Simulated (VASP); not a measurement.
Cu, 1 atom in the cell. Symmetry: Fm-3m, No. 225, cubic system. Conventional cell: a = 3.615 Å, b = 3.615 Å, c = 3.615 Å, α = 90.00°, β = 90.00°, γ = 90.00°. Cu (site symmetry m-3m) has 12 Cu at 2.56 Å within 3.4 Å. 

```yaml
Program: VASP 6.6.1
Task: single point
Functional: RPBE
Potentials_or_basis: VASP PAW PBE potentials, release 64 (Cu)
Cutoff: 600 eV
k_mesh: 8 × 8 × 8
Occupations: gaussian, width 0.1 eV
Spin: no spin polarisation
Dipole_correction: no
Further_INCAR_settings: ALGO = Normal; EDIFF = 1e-06; NBANDS = 12
```

Potentials or basis: VASP PAW PBE potentials, release 64 (Cu).

Launch:

```sh
$ cat potpaw_PBE.64/Cu/POTCAR > POTCAR
$ mpirun -np 1 vasp_std > vasp.out
```

Hardware: 1 thread of AMD EPYC 7R13 Processor (Zen 3), with other jobs on the host.

Problem. How long does it take, and how much memory?

Solution. Wall time 4.3 s on 1 thread of AMD EPYC 7R13 Processor (Zen 3), on a shared host, peak memory 0.09 GiB. Counts: scf iterations 12, k points 29.
